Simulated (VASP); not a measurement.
# IrPt2 (P4_2/mnm) in VASP: single point with PBE

Aim: the single point of IrPt2 with PBE.

Everything below comes from runs of VASP 6.6.1. Logs are shortened: lines on timing, memory, paths and dates and some standing lists are left out, and cuts for length are marked.

## 1. The cell of the first run

The structure is tetragonal, space group P4_2/mnm (No. 136). The conventional cell has a = 5.528 Å, b = 5.528 Å, c = 4.143 Å, α = 90.00°, β = 90.00°, γ = 90.00°. Ir (site symmetry mmm) has 6 Pt at 2.46 to 2.53 Å within 3.3 Å. Within 3.3 Å of Pt (site symmetry m2m) lie 3 Ir at 2.46 to 2.53 Å and 1 Pt at 2.89 Å.

The cell was built from a structure type or drawn by symmetry, and may not be a known phase.

## 2. Single point, PBE

INCAR reads:

```
  ALGO = Normal
  EDIFF = 1E-6
  ENCUT = 500
  GGA = PE
  GGA_COMPAT = False
  ISIF = 2
  ISMEAR = 0
  LASPH = True
  LCHARG = False
  LREAL = False
  LWAVE = False
  NBANDS = 38
  NELM = 120
  PREC = Accurate
  SIGMA = 0.2
```

KPOINTS reads:

```
k-points
0
Gamma
  3 3 5
```

POSCAR reads:

```
IrPt2
1.0
    5.5284063624      0.0000000000      0.0000000000
    0.0000000000      5.5284063624      0.0000000000
    0.0000000000      0.0000000000      4.1430055499
Ir Pt
2 4
Direct
    0.0000000000      0.0000000000      0.0000000000
    0.5000000000      0.5000000000      0.5000000000
    0.3148973236      0.3148973236      0.0000000000
    0.1851026764      0.8148973236      0.5000000000
    0.8148973236      0.1851026764      0.5000000000
    0.6851026764      0.6851026764      0.0000000000
```

Potentials or basis: VASP PAW PBE potentials, release 64 (Ir, Pt).

Command:

```bash
$ cat potpaw_PBE.64/Ir/POTCAR potpaw_PBE.64/Pt/POTCAR > POTCAR
$ mpirun -np 1 vasp_std > vasp.out
```

OUTCAR:

```text
EDIFF = 1E-6
   ENCUT = 500
   GGA = PE
   ISIF = 2
   ISMEAR = 0
   LASPH = True
   LREAL = False
   NELM = 120
   PREC = Accurate

 ion  position               nearest neighbor table
   1  0.000  0.000  0.000-   3 2.46   6 2.46   5 2.53   4 2.53   4 2.53   5 2.53
   2  0.500  0.500  0.500-   4 2.46   5 2.46   3 2.53   6 2.53   3 2.53   6 2.53
   3  0.315  0.315  0.000-   1 2.46   2 2.53   2 2.53   6 2.89
   4  0.185  0.815  0.500-   2 2.46   1 2.53   1 2.53   5 2.89
   5  0.815  0.185  0.500-   2 2.46   1 2.53   1 2.53   4 2.89
   6  0.685  0.685  0.000-   1 2.46   2 2.53   2 2.53   3 2.89

  LATTYP: Found a simple tetragonal cell.
 ALAT       =     5.5284063624
 C/A-ratio  =     0.7494032237

  Lattice vectors:

 A1 = (   5.5284063624,   0.0000000000,   0.0000000000)
 A2 = (   0.0000000000,   5.5284063624,   0.0000000000)
 A3 = (   0.0000000000,   0.0000000000,   4.1430055499)

Analysis of symmetry for initial positions (statically):
=====================================================================
 Subroutine PRICEL returns:
 Original cell was already a primitive cell.

 Routine SETGRP: Setting up the symmetry group for a
 simple tetragonal supercell.

 Subroutine GETGRP returns: Found 16 space group operations
 (whereof  8 operations were pure point group operations)
 out of a pool of 16 trial point group operations.

The static configuration has the point symmetry D_2h.
 The point group associated with its full space group is D_4h.

Analysis of symmetry for dynamics (positions and initial velocities):
=====================================================================
 Subroutine PRICEL returns:
 Original cell was already a primitive cell.

 Routine SETGRP: Setting up the symmetry group for a
 simple tetragonal supercell.

 Subroutine GETGRP returns: Found 16 space group operations
 (whereof  8 operations were pure point group operations)
 out of a pool of 16 trial point group operations.

The dynamic configuration has the point symmetry D_2h.
 The point group associated with its full space group is D_4h.

 Subroutine INISYM returns: Found 16 space group operations
 (whereof  8 operations are pure point group operations),
 and found     1 'primitive' translations

----------------------------------------------------------------------------------------

                                     Primitive cell

  volume of cell :     126.6238

  direct lattice vectors                    reciprocal lattice vectors
     5.528406362  0.000000000  0.000000000     0.180883954  0.000000000  0.000000000
     0.000000000  5.528406362  0.000000000     0.000000000  0.180883954  0.000000000
     0.000000000  0.000000000  4.143005550     0.000000000  0.000000000  0.241370664

  length of vectors
     5.528406362  5.528406362  4.143005550     0.180883954  0.180883954  0.241370664

  position of ions in fractional coordinates (direct lattice)
     0.000000000  0.000000000  0.000000000
     0.500000000  0.500000000  0.500000000
     0.314897324  0.314897324  0.000000000
     0.185102676  0.814897324  0.500000000
     0.814897324  0.185102676  0.500000000
     0.685102676  0.685102676  0.000000000

  ion indices of the primitive-cell ions
   primitive index   ion index
                 1           1
                 2           2
                 3           3
                 4           4
                 5           5
                 6           6

----------------------------------------------------------------------------------------

 KPOINTS: k-points

Automatic generation of k-mesh.
 Grid dimensions read from file:
 generate k-points for:    3    3    5

 Generating k-lattice:

  Cartesian coordinates                     Fractional coordinates (reciprocal lattice)
     0.060294651  0.000000000  0.000000000     0.333333333  0.000000000  0.000000000
     0.000000000  0.060294651  0.000000000     0.000000000  0.333333333  0.000000000
     0.000000000  0.000000000  0.048274133     0.000000000  0.000000000  0.200000000

  Length of vectors
     0.060294651  0.060294651  0.048274133

  Shift w.r.t. Gamma in fractional coordinates (k-lattice)
     0.000000000  0.000000000  0.000000000

 Subroutine IBZKPT returns following result:
 ===========================================

 Found      9 irreducible k-points:

 Following reciprocal coordinates:
            Coordinates               Weight
  0.000000  0.000000  0.000000      1.000000
  0.333333  0.000000  0.000000      4.000000
  0.333333  0.333333  0.000000      4.000000
  0.000000  0.000000  0.200000      2.000000
  0.333333  0.000000  0.200000      8.000000
  0.333333  0.333333  0.200000      8.000000
  0.000000  0.000000  0.400000      2.000000
  0.333333  0.000000  0.400000      8.000000
  0.333333  0.333333  0.400000      8.000000
   k-points           NKPTS =      9   k-points in BZ     NKDIM =      9   number of bands    NBANDS=     38
   number of dos      NEDOS =    301   number of ions     NIONS =      6
   total plane-waves  NPLWV =  48000
   dimension x,y,z NGX =    40 NGY =   40 NGZ =   30
   dimension x,y,z NGXF=    80 NGYF=   80 NGZF=   60
   ions per type =               2   4
   NGX,Y,Z   is equivalent  to a cutoff of  12.03, 12.03, 12.04 a.u.
   NGXF,Y,Z  is equivalent  to a cutoff of  24.06, 24.06, 24.08 a.u.
 SYSTEM =  unknown system
   PREC   = accura    normal or accurate (medium, high low for compatibility)
   ISTART =      0    job   : 0-new  1-cont  2-samecut
   ICHARG =      2    charge: 1-file 2-atom 10-const
   ISPIN  =      1    spin polarized calculation?
   LNONCOLLINEAR =      F non collinear calculations
   LSORBIT =      F    spin-orbit coupling
   LASPH  =      T    aspherical Exc in radial PAW
   ENCUT  =  500.0 eV  36.75 Ry    6.06 a.u.  10.08 10.08  7.55*2*pi/ulx,y,z
   NELM   =    120;   NELMIN=  2; NELMDL= -5     # of ELM steps
   EDIFF  = 0.1E-05   stopping-criterion for ELM
   LREAL  =      F    real-space projection
   EDIFFG = 0.1E-04   stopping-criterion for IOM
   NSW    =      0    number of steps for IOM
   IBRION =     -1    ionic relax: 0-MD 1-quasi-New 2-CG
   NFREE  =      0    steps in history (QN), initial steepest desc. (CG)
   ISIF   =      2    stress and relaxation
   ISYM   =      2    0-nonsym 1-usesym 2-fastsym
   POTIM  = 0.5000    time-step for ionic-motion
   TEBEG  =    0.0;   TEEND  =   0.0 temperature during run
   PSTRESS=    0.0 pullay stress
   NELECT =      58.0000    total number of electrons
   NUPDOWN=      -1.0000    fix difference up-down
   EMIN   =  10.00;   EMAX   =-10.00  energy-range for DOS
   EFERMI =   0.00;   METHOD = LEGACY
   ISMEAR =     0;   SIGMA  =   0.20  broadening in eV -4-tet -1-fermi 0-gaus
   EFERMI_NEDOS =   21; number of points for ismear=-14 and -15
   IALGO  =     38    algorithm
   IMIX   =      4    mixing-type and parameters
     AMIX     =   0.40;   BMIX     =  1.00
     AMIX_MAG =   1.60;   BMIX_MAG =  1.00
  volume/ion in A,a.u.               =      21.10       142.42
  Fermi-wavevector in a.u.,A,eV,Ry     =   1.261960  2.384759 21.667873  1.592544
  Thomas-Fermi vector in A             =   2.395393
   LORBIT       =      0    0 simple, 1 ext, 2 COOP (PROOUT), +10 PAW based schemes
   GGA     = PE    functional components
   LHFCALC =     F    Hartree Fock is set to
   AEXX    =    0.0000 exact exchange contribution
   IVDW    =     0    specifies the selected vdW correction
   LEPSILON=     F    determine dielectric tensor
   LRPA    =     F    only Hartree local field effects (RPA)
 non-spin polarized calculation
 Gauss-broadening in eV      SIGMA  =   0.20
  energy-cutoff  :      500.00
  volume of cell :      126.62
 maximum number of plane-waves:      3234
   NGX = 21   NGY = 21   NGZ = 15

 number of electron      58.0000003 magnetization

 Free energy of the ion-electron system (eV)
  ---------------------------------------------------
  ext. energy  EPLUGINS =         0.00000000
  ---------------------------------------------------
  free energy    TOTEN  =       -36.23525443 eV

  energy without entropy =      -36.04752744  energy(sigma->0) =      -36.14139094

 E-fermi :   5.7289     XC(G=0): -11.2613

 val. band max:        5.7210203061   @ k =   0.3333   0.0000   0.0000
 cond. band min:       5.7481145530   @ k =   0.3333   0.3333   0.2000
 fundamental gap:      0.0270942469
 Fermi energy:         5.7288774222

 k-point     1 :       0.0000    0.0000    0.0000
  band No.  band energies     occupation
      1      -2.2870      2.00000
      2      -0.7156      2.00000
      3       0.6241      2.00000
      4       0.6741      2.00000
      5       0.6741      2.00000
      6       0.9050      2.00000
[... 30 lines left out ...]
     37      11.0401      0.00000
     38      11.0401      0.00000

 k-point     2 :       0.3333    0.0000    0.0000
  band No.  band energies     occupation
      1      -1.6722      2.00000
      2      -0.5082      2.00000
      3       0.4113      2.00000
      4       0.8124      2.00000
      5       0.8128      2.00000
      6       0.9145      2.00000
[... 30 lines left out ...]
     37      10.7350      0.00000
     38      11.8102      0.00000

 k-point     3 :       0.3333    0.3333    0.0000
  band No.  band energies     occupation
      1      -1.4968      2.00000
      2      -0.8890      2.00000
      3       0.4272      2.00000
      4       0.7698      2.00000
      5       0.7887      2.00000
      6       0.9709      2.00000
[... 30 lines left out ...]
     37      12.2245      0.00000
     38      13.1348      0.00000

 k-point     4 :       0.0000    0.0000    0.2000
  band No.  band energies     occupation
      1      -1.8855      2.00000
      2      -0.6199      2.00000
      3       0.5073      2.00000
      4       0.5073      2.00000
      5       0.7965      2.00000
      6       1.0565      2.00000
[... 30 lines left out ...]
     37      11.6899      0.00000
     38      11.6899      0.00000

 k-point     5 :       0.3333    0.0000    0.2000
  band No.  band energies     occupation
      1      -1.3148      2.00000
      2      -0.3566      2.00000
      3       0.4456      2.00000
      4       0.6248      2.00000
      5       0.6717      2.00000
      6       0.8606      2.00000
[... 30 lines left out ...]
     37      10.6840      0.00000
     38      11.1068      0.00000

 k-point     6 :       0.3333    0.3333    0.2000
  band No.  band energies     occupation
      1      -1.2203      2.00000
      2      -0.6681      2.00000
      3       0.4922      2.00000
      4       0.6017      2.00000
      5       0.7485      2.00000
      6       0.8894      2.00000
[... 30 lines left out ...]
     37      11.8828      0.00000
     38      12.1917      0.00000

 k-point     7 :       0.0000    0.0000    0.4000
  band No.  band energies     occupation
      1      -0.9052      2.00000
      2      -0.4094      2.00000
      3       0.3269      2.00000
      4       0.4407      2.00000
      5       0.6239      2.00000
      6       0.6239      2.00000
[... 30 lines left out ...]
     37      10.6467      0.00000
     38      10.6792      0.00000

 k-point     8 :       0.3333    0.0000    0.4000
  band No.  band energies     occupation
      1      -0.4834      2.00000
      2      -0.0977      2.00000
      3       0.2391      2.00000
      4       0.2765      2.00000
      5       0.6905      2.00000
      6       0.8440      2.00000
[... 30 lines left out ...]
     37      10.0482      0.00000
     38      10.7433      0.00000

 k-point     9 :       0.3333    0.3333    0.4000
  band No.  band energies     occupation
      1      -0.6365      2.00000
      2      -0.2468      2.00000
      3       0.2102      2.00000
      4       0.5581      2.00000
      5       0.6067      2.00000
      6       0.7231      2.00000
[... 30 lines left out ...]
     37       9.3716      0.00000
     38      10.0989      0.00000

------------------------ aborting loop because EDIFF is reached ----------------------------------------

  FORCE on cell =-STRESS in cart. coord.  units (eV):
  Direction    XX          YY          ZZ          XY          YZ          ZX
  --------------------------------------------------------------------------------------
  -------------------------------------------------------------------------------------
  Total       -0.5631320     -0.5631320     -0.1274491     -0.0000000      0.0000000      0.0000000
  in kB       -7.1253363     -7.1253363     -1.6126196     -0.0000000      0.0000000      0.0000000
  external PRESSURE =      -5.2877641 kB  Pullay stress =       0.0000000 kB

 VOLUME and BASIS-vectors are now :
 -----------------------------------------------------------------------------
  energy-cutoff  :      500.00
  volume of cell :      126.62
      direct lattice vectors                 reciprocal lattice vectors
     5.528406362  0.000000000  0.000000000     0.180883954  0.000000000  0.000000000
     0.000000000  5.528406362  0.000000000     0.000000000  0.180883954  0.000000000
     0.000000000  0.000000000  4.143005550     0.000000000  0.000000000  0.241370664

 POSITION                                       TOTAL-FORCE (eV/Angst)
 -----------------------------------------------------------------------------------
      0.00000      0.00000      0.00000         0.000000      0.000000     -0.000000
      2.76420      2.76420      2.07150         0.000000      0.000000     -0.000000
      1.74088      1.74088      0.00000        -0.002758     -0.002758     -0.000000
      1.02332      4.50508      2.07150         0.002758     -0.002758     -0.000000
      4.50508      1.02332      2.07150        -0.002758      0.002758      0.000000
      3.78753      3.78753      0.00000         0.002758      0.002758      0.000000
 -----------------------------------------------------------------------------------
    total drift:                               -0.000000     -0.000000      0.000000

  FREE ENERGIE OF THE ION-ELECTRON SYSTEM (eV)
  ---------------------------------------------------
  free  energy   TOTEN  =       -36.2352544338 eV

  energy  without entropy=      -36.0475274420  energy(sigma->0) =      -36.14139094
```

Wall time 51 s (1 thread of Intel Xeon Platinum 8375C at 2.90GHz (Ice Lake), shared host); peak memory 0.22 GiB.

Results:

| Quantity | Value |
| --- | --- |
| Free energy | -36.2353 eV |
| Pressure | -0.5 GPa |
| Largest force | 0.004 eV/Å |
| Band gap on the k mesh | zero (bands 29 and 30 overlap by 0.79 eV) |

Forces in eV/Å, atoms in the order of the input:
```
Ir   0.000  0.000  0.000
Ir   0.000  0.000  0.000
Pt  -0.003 -0.003  0.000
Pt   0.003 -0.003  0.000
Pt  -0.003  0.003  0.000
Pt   0.003  0.003  0.000
```

Stress tensor (GPa, compression positive):
```
-0.71  0.00  0.00
 0.00 -0.71  0.00
 0.00  0.00 -0.16
```

Caveat: the k points lie up to 0.38 Å⁻¹ apart, too coarse for converged energies and pressures of a metal; spin-orbit coupling is left out, which moves the levels of the heavy elements.
